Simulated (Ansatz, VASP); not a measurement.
One calculation of Ni3F, two programs

```
Ni F
1.0
    -1.98112    1.98112    2.83953
     1.98112   -1.98112    2.83953
     1.98112    1.98112   -2.83953
Ni F
3 1
Direct
  0.50000 0.50000 0.00000
  0.25000 0.75000 0.50000
  0.75000 0.25000 0.50000
  0.00000 0.00000 0.00000
```

Alike in both runs: functional PBE; k mesh 8 × 8 × 8; occupations gaussian, width 0.1 eV; collinear spin.

Ansatz relaxed the structure, and its values are those at the end. VASP's run is a single point on that final structure, the one shown.

|  | VASP | Ansatz |
| --- | --- | --- |
| version | VASP 6.6.1 | Ansatz 0.2.0 |
| potentials or method | VASP PAW PBE potentials, release 64 (Ni, F), cutoff 520 eV | scalar-relativistic, plane waves, PAW |
| valence electrons in the cell | 37 | 61 |

```csv
,VASP,Ansatz,Ansatz less VASP
gap on the k mesh at the Fermi level (eV),none,none,-
pressure (GPa),-0.1,0.1,+0.24
net moment per atom (μB),0.61,0.61,+0.008
size of the moment on the site where the two differ most (μB),0.81,0.86,+0.054
```

Site moments also hang on the region over which each program counts them. A gap of «none» marks a metal or a gap that the smearing closes. VASP's potentials hold 37 valence electrons a cell and Ansatz's 61, so a difference there can come from the potentials and not from the codes.
